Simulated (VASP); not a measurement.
Write the native input for VASP 6.6.1 that does the following.

```yaml
Task: single point
Functional: PBE
Dispersion: D3(BJ)
Potentials_or_basis: VASP PAW PBE potentials, release 64 (Cd, Se)
Cutoff: 520 eV
k_mesh: 6 × 6 × 6
Occupations: gaussian, width 0.01 eV
Spin: no spin polarisation
Dipole_correction: no
Further_INCAR_settings: ALGO = Normal; EDIFF = 1e-06; NBANDS = 16
```

The structure of CdSe lies in POSCAR:

```
CdSe
1.0
    4.3219760907      0.0000000000      0.0000000000
    2.1609880454      3.7429410891      0.0000000000
    2.1609880454      1.2476470297      3.5288787009
Cd Se
1 1
Direct
    0.0000000000      0.0000000000      0.0000000000
    0.7500000000      0.7500000000      0.7500000000
```

One way to write it, as run:

INCAR

```
ALGO = Normal
EDIFF = 1E-6
ENCUT = 520
GGA = PE
ISIF = 2
ISMEAR = 0
IVDW = 12
LASPH = True
LCHARG = False
LREAL = False
LWAVE = False
NBANDS = 16
NELM = 100
PREC = Accurate
SIGMA = 0.01
```

KPOINTS

```
k-points
0
Gamma
  6 6 6
```

Potentials or basis: VASP PAW PBE potentials, release 64 (Cd, Se).

Command:

```bash
$ cat potpaw_PBE.64/Cd/POTCAR potpaw_PBE.64/Se/POTCAR > POTCAR
$ mpirun -np 1 vasp_std > vasp.out
```

Results of the run:

- Pressure: 0.3 GPa
- Band gap on the k mesh: 0.58 eV, direct
- Dispersion energy per atom: -0.313 eV

Run time: 23 s on 1 thread of AMD EPYC 7R13, on a shared host, peak memory 0.16 GiB.
